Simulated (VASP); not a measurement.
# MnSb (rocksalt type) (Fm-3m) in VASP: settings compared

The runs below take MnSb (rocksalt type) through single point, relaxation of cell and atoms, with PBE, LDA.

Program: VASP 6.6.1. These are calculated values, not measurements. Logs are shortened: lines on timing, memory, paths and dates and some standing lists are left out, and cuts for length are marked.

### 1 The cell of the first run

It takes space group Fm-3m (No. 225, cubic). The conventional cell has a = 5.572 Å, b = 5.572 Å, c = 5.572 Å, α = 90.00°, β = 90.00°, γ = 90.00°. Within 3.7 Å of Mn (site symmetry m-3m) lie 6 Sb at 2.79 Å. Sb (site symmetry m-3m) has 6 Mn at 2.79 Å within 3.7 Å.

### 2 Single point, PBE, collinear spin, ferromagnetic start

File INCAR:

```
PREC = Accurate
ENCUT = 520
EDIFF = 1E-6
ISMEAR = -1
SIGMA = 0.03
LREAL = False
LASPH = True
NELM = 150
ALGO = Normal
ISIF = 2
LWAVE = False
LCHARG = True
ISPIN = 2
MAGMOM = 4 0
LORBIT = 11
LMAXMIX = 4
GGA = PE
LELF = True
LVHAR = True
NBANDS = 20
```

File KPOINTS:

```
Automatic mesh
0
Gamma
  11 11 11
```

File POSCAR:

```
MnSb
1.0
    0.0000000000      2.7858175484      2.7858175484
    2.7858175484      0.0000000000      2.7858175484
    2.7858175484      2.7858175484      0.0000000000
Mn Sb
1 1
Direct
    0.0000000000      0.0000000000      0.0000000000
    0.5000000000      0.5000000000      0.5000000000
```

Potentials or basis: VASP PAW PBE potentials, release 64 (Mn_pv, Sb).

The run is started by

```sh
cat potpaw_PBE.64/Mn_pv/POTCAR potpaw_PBE.64/Sb/POTCAR > POTCAR
mpirun -np 1 vasp_std > vasp.out
```

OUTCAR:

```text
PREC = Accurate
   ENCUT = 520
   EDIFF = 1E-6
   ISMEAR = -1
   LREAL = False
   LASPH = True
   NELM = 150
   ISIF = 2
   ISPIN = 2
   LORBIT = 11
   GGA = PE

 ion  position               nearest neighbor table
   1  0.000  0.000  0.000-   2 2.79   2 2.79   2 2.79   2 2.79   2 2.79   2 2.79
   2  0.500  0.500  0.500-   1 2.79   1 2.79   1 2.79   1 2.79   1 2.79   1 2.79

  LATTYP: Found a face centered cubic cell.
 ALAT       =     5.5716350968

  Lattice vectors:

 A1 = (   0.0000000000,   2.7858175484,   2.7858175484)
 A2 = (   2.7858175484,   0.0000000000,   2.7858175484)
 A3 = (   2.7858175484,   2.7858175484,   0.0000000000)

Analysis of symmetry for initial positions (statically):
=====================================================================
 Subroutine PRICEL returns:
 Original cell was already a primitive cell.

 Routine SETGRP: Setting up the symmetry group for a
 face centered cubic supercell.

 Subroutine GETGRP returns: Found 48 space group operations
 (whereof 48 operations were pure point group operations)
 out of a pool of 48 trial point group operations.

The static configuration has the point symmetry O_h .

Analysis of symmetry for dynamics (positions and initial velocities):
=====================================================================
 Subroutine PRICEL returns:
 Original cell was already a primitive cell.

 Routine SETGRP: Setting up the symmetry group for a
 face centered cubic supercell.

 Subroutine GETGRP returns: Found 48 space group operations
 (whereof 48 operations were pure point group operations)
 out of a pool of 48 trial point group operations.

The dynamic configuration has the point symmetry O_h .

Analysis of structural, dynamic, and magnetic symmetry:
=====================================================================
 Subroutine PRICEL returns:
 Original cell was already a primitive cell.

 Routine SETGRP: Setting up the symmetry group for a
 face centered cubic supercell.

 Subroutine GETGRP returns: Found 48 space group operations
 (whereof 48 operations were pure point group operations)
 out of a pool of 48 trial point group operations.

The overall configuration has the point symmetry O_h .

 Subroutine INISYM returns: Found 48 space group operations
 (whereof 48 operations are pure point group operations),
 and found     1 'primitive' translations

----------------------------------------------------------------------------------------

                                     Primitive cell

  volume of cell :      43.2402

  direct lattice vectors                    reciprocal lattice vectors
     0.000000000  2.785817548  2.785817548    -0.179480526  0.179480526  0.179480526
     2.785817548  0.000000000  2.785817548     0.179480526 -0.179480526  0.179480526
     2.785817548  2.785817548  0.000000000     0.179480526  0.179480526 -0.179480526

  length of vectors
     3.939740959  3.939740959  3.939740959     0.310869391  0.310869391  0.310869391

  position of ions in fractional coordinates (direct lattice)
     0.000000000  0.000000000  0.000000000
     0.500000000  0.500000000  0.500000000

  ion indices of the primitive-cell ions
   primitive index   ion index
                 1           1
                 2           2

----------------------------------------------------------------------------------------

 KPOINTS: Automatic mesh

Automatic generation of k-mesh.
 Grid dimensions read from file:
 generate k-points for:   11   11   11

 Generating k-lattice:

  Cartesian coordinates                     Fractional coordinates (reciprocal lattice)
    -0.016316411  0.016316411  0.016316411     0.090909091  0.000000000  0.000000000
     0.016316411 -0.016316411  0.016316411     0.000000000  0.090909091  0.000000000
     0.016316411  0.016316411 -0.016316411     0.000000000  0.000000000  0.090909091

  Length of vectors
     0.028260854  0.028260854  0.028260854

  Shift w.r.t. Gamma in fractional coordinates (k-lattice)
     0.000000000  0.000000000  0.000000000

 Subroutine IBZKPT returns following result:
 ===========================================

 Found     56 irreducible k-points:

 Following reciprocal coordinates:
            Coordinates               Weight
  0.000000  0.000000  0.000000      1.000000
  0.090909  0.000000  0.000000      8.000000
  0.181818  0.000000  0.000000      8.000000
  0.272727  0.000000  0.000000      8.000000
  0.363636  0.000000  0.000000      8.000000
  0.454545  0.000000  0.000000      8.000000
[... 16 lines left out ...]
 -0.272727  0.181818  0.000000     24.000000
 -0.181818  0.181818  0.000000     12.000000
 [... further k-points ...]
   k-points           NKPTS =     56   k-points in BZ     NKDIM =     56   number of bands    NBANDS=     20
   number of dos      NEDOS =    301   number of ions     NIONS =      2
   total plane-waves  NPLWV =  27000
   dimension x,y,z NGX =    30 NGY =   30 NGZ =   30
   dimension x,y,z NGXF=    60 NGYF=   60 NGZF=   60
   ions per type =               1   1
   NGX,Y,Z   is equivalent  to a cutoff of  12.66, 12.66, 12.66 a.u.
   NGXF,Y,Z  is equivalent  to a cutoff of  25.32, 25.32, 25.32 a.u.
 SYSTEM =  unknown system
   PREC   = accura    normal or accurate (medium, high low for compatibility)
   ISTART =      0    job   : 0-new  1-cont  2-samecut
   ICHARG =      2    charge: 1-file 2-atom 10-const
   ISPIN  =      2    spin polarized calculation?
   LNONCOLLINEAR =      F non collinear calculations
   LSORBIT =      F    spin-orbit coupling
   LASPH  =      T    aspherical Exc in radial PAW
   ENCUT  =  520.0 eV  38.22 Ry    6.18 a.u.   7.33  7.33  7.33*2*pi/ulx,y,z
   NELM   =    150;   NELMIN=  2; NELMDL= -5     # of ELM steps
   EDIFF  = 0.1E-05   stopping-criterion for ELM
   LREAL  =      F    real-space projection
   EDIFFG = 0.1E-04   stopping-criterion for IOM
   NSW    =      0    number of steps for IOM
   IBRION =     -1    ionic relax: 0-MD 1-quasi-New 2-CG
   NFREE  =      0    steps in history (QN), initial steepest desc. (CG)
   ISIF   =      2    stress and relaxation
   ISYM   =      2    0-nonsym 1-usesym 2-fastsym
   POTIM  = 0.5000    time-step for ionic-motion
   TEBEG  =    0.0;   TEEND  =   0.0 temperature during run
   PSTRESS=    0.0 pullay stress
   NELECT =      18.0000    total number of electrons
   NUPDOWN=      -1.0000    fix difference up-down
   EMIN   =  10.00;   EMAX   =-10.00  energy-range for DOS
   EFERMI =   0.00;   METHOD = LEGACY
   ISMEAR =    -1;   SIGMA  =   0.03  broadening in eV -4-tet -1-fermi 0-gaus
   EFERMI_NEDOS =   21; number of points for ismear=-14 and -15
   IALGO  =     38    algorithm
   IMIX   =      4    mixing-type and parameters
     AMIX     =   0.40;   BMIX     =  1.00
     AMIX_MAG =   1.60;   BMIX_MAG =  1.00
  volume/ion in A,a.u.               =      21.62       145.90
  Fermi-wavevector in a.u.,A,eV,Ry     =   1.222371  2.309946 20.329697  1.494191
  Thomas-Fermi vector in A             =   2.357520
   LORBIT       =     11    0 simple, 1 ext, 2 COOP (PROOUT), +10 PAW based schemes
   GGA     = PE    functional components
   LHFCALC =     F    Hartree Fock is set to
   AEXX    =    0.0000 exact exchange contribution
   IVDW    =     0    specifies the selected vdW correction
   LEPSILON=     F    determine dielectric tensor
   LRPA    =     F    only Hartree local field effects (RPA)
 spin polarized calculation
  energy-cutoff  :      520.00
  volume of cell :       43.24
 maximum number of plane-waves:      1211
 NGX is ok and might be reduce to    30
   NGX = 15   NGY = 15   NGZ = 15

 number of electron      17.9999991 magnetization       3.7846816

 Free energy of the ion-electron system (eV)
  ---------------------------------------------------
  ext. energy  EPLUGINS =         0.00000000
  ---------------------------------------------------
  free energy    TOTEN  =       -12.85887786 eV

  energy without entropy =      -12.85645426  energy(sigma->0) =      -12.85766606

 E-fermi :   7.7614     XC(G=0): -10.6237

 val. band max:        7.7266032035   @ k =  -0.4545   0.3636   0.0000
 cond. band min:       7.7621431854   @ k =   0.4545   0.3636   0.0909
 fundamental gap:      0.0355399819
 Fermi energy:         7.7613700102

 spin component 1

 k-point     1 :       0.0000    0.0000    0.0000
  band No.  band energies     occupation
      1     -42.5360      1.00000
      2     -42.5360      1.00000
      3     -42.5360      1.00000
      4      -3.8483      1.00000
      5       4.6746      1.00000
      6       4.6746      1.00000
[... 12 lines left out ...]
     19      17.2793      0.00000
     20      17.2793      0.00000
[... 507 lines left out ...]
 k-point    24 :      -0.1818    0.1818    0.0000
  band No.  band energies     occupation
      1     -42.5377      1.00000
      2     -42.5368      1.00000
      3     -42.5359      1.00000
      4      -2.7361      1.00000
      5       3.6942      1.00000
      6       4.2301      1.00000
[... 12 lines left out ...]
     19      20.4837      0.00000
     20      21.2147      0.00000

 [... further k-points ...]

 spin component 2

 k-point     1 :       0.0000    0.0000    0.0000
  band No.  band energies     occupation
      1     -38.6426      1.00000
      2     -38.6426      1.00000
      3     -38.6426      1.00000
      4      -3.7743      1.00000
      5       7.8525      0.04571
      6       7.8525      0.04568
[... 12 lines left out ...]
     19      18.2528      0.00000
     20      18.2528      0.00000
[... 507 lines left out ...]
 k-point    24 :      -0.1818    0.1818    0.0000
  band No.  band energies     occupation
      1     -38.6449      1.00000
      2     -38.6436      1.00000
      3     -38.6424      1.00000
      4      -2.7026      1.00000
      5       4.6801      1.00000
      6       5.9146      1.00000
[... 12 lines left out ...]
     19      20.7846      0.00000
     20      21.7104      0.00000

 [... further k-points ...]

------------------------ aborting loop because EDIFF is reached ----------------------------------------

  FORCE on cell =-STRESS in cart. coord.  units (eV):
  Direction    XX          YY          ZZ          XY          YZ          ZX
  --------------------------------------------------------------------------------------
  -------------------------------------------------------------------------------------
  Total        0.0197059      0.0197059      0.0197059     -0.0000000     -0.0000000      0.0000000
  in kB        0.7301597      0.7301597      0.7301597     -0.0000000     -0.0000000      0.0000000
  external PRESSURE =       0.7301597 kB  Pullay stress =       0.0000000 kB

 VOLUME and BASIS-vectors are now :
 -----------------------------------------------------------------------------
  energy-cutoff  :      520.00
  volume of cell :       43.24
      direct lattice vectors                 reciprocal lattice vectors
     0.000000000  2.785817548  2.785817548    -0.179480526  0.179480526  0.179480526
     2.785817548  0.000000000  2.785817548     0.179480526 -0.179480526  0.179480526
     2.785817548  2.785817548  0.000000000     0.179480526  0.179480526 -0.179480526

 POSITION                                       TOTAL-FORCE (eV/Angst)
 -----------------------------------------------------------------------------------
      0.00000      0.00000      0.00000        -0.000000      0.000000     -0.000000
      2.78582      2.78582      2.78582         0.000000     -0.000000      0.000000
 -----------------------------------------------------------------------------------
    total drift:                               -0.000000      0.000000      0.000000

  FREE ENERGIE OF THE ION-ELECTRON SYSTEM (eV)
  ---------------------------------------------------
  free  energy   TOTEN  =       -12.8588778629 eV

  energy  without entropy=      -12.8564542640  energy(sigma->0) =      -12.85766606

 total charge

# of ion       s       p       d       tot
------------------------------------------
    1        0.283   6.186   5.003  11.471
    2        1.144   1.299   0.037   2.479
--------------------------------------------------
tot          1.426   7.484   5.039  13.950

 magnetization (x)

# of ion       s       p       d       tot
------------------------------------------
    1        0.074   0.034   3.614   3.723
    2        0.014  -0.131   0.010  -0.106
--------------------------------------------------
tot          0.089  -0.097   3.625   3.617
```

It took 2.2 min on 1 thread of Oxide Virtual Turin-like, shared host; peak memory 0.21 GiB.

Results:

| Item | Value |
| --- | --- |
| Free energy | -12.8589 eV |
| Pressure | 0.1 GPa |
| Net moment | 3.78 μB per cell |
| Site moments | Mn +3.72; Sb -0.11 μB |
| Valence electrons inside the program's atomic spheres | Mn 11.47; Sb 2.48 |

Caveat: spin-orbit coupling is left out, which moves the levels of the heavy elements; a cell with one magnetic atom can't hold antiferromagnetic order, which such compounds often take.

(Continued in part 2 of 2.)
